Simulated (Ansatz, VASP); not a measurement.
## One calculation of VWC2, two programs

```
W V C
1.0
     1.52709    0.88166    4.96657
    -1.52709    0.88166    4.96657
     0.00000   -1.76333    4.96657
W V C
1 1 2
Direct
  0.00000 0.00000 0.00000
  0.50000 0.50000 0.50000
  0.24649 0.24649 0.24649
  0.75351 0.75351 0.75351
```

Alike in both runs: task single point; functional LDA; k mesh 10 × 10 × 10; occupations fermi-dirac, width 0.05 eV; collinear spin.

|  | VASP | Ansatz |
| --- | --- | --- |
| version | VASP 6.6.1 | Ansatz 0.2.0 |
| potentials or method | VASP PAW LDA potentials, release 64 (W_sv, V_sv, C) | Ansatz PAW |
| plane-wave cutoff (eV) | 520 | 420 |
| valence electrons in the cell | 35 | 35 |

Ansatz gave:

| Property | Result |
| --- | --- |
| gap on the k mesh at the Fermi level (eV) | none |
| pressure (GPa) | -22.6 |
| traceless stress, the component that is largest in VASP (GPa) | -0.12 |
| rms of the force components (eV/Å) | 0.092 |
| net moment per atom (μB) | 0.00 |

Problem. Which values does VASP return?

Solution. gap on the k mesh at the Fermi level (eV): none; pressure (GPa): -21.3; traceless stress, the component that is largest in VASP (GPa): -0.15; rms of the force components (eV/Å): 0.073; net moment per atom (μB): 0.00.

LDA's correlation is that of Perdew and Zunger in VASP and of Perdew and Wang (1992) in Ansatz. Atom by atom the forces differ by 0.019 eV/Å (rms over components). A gap of «none» marks a metal or a gap that the smearing closes.

Neither program's run includes spin-orbit coupling.
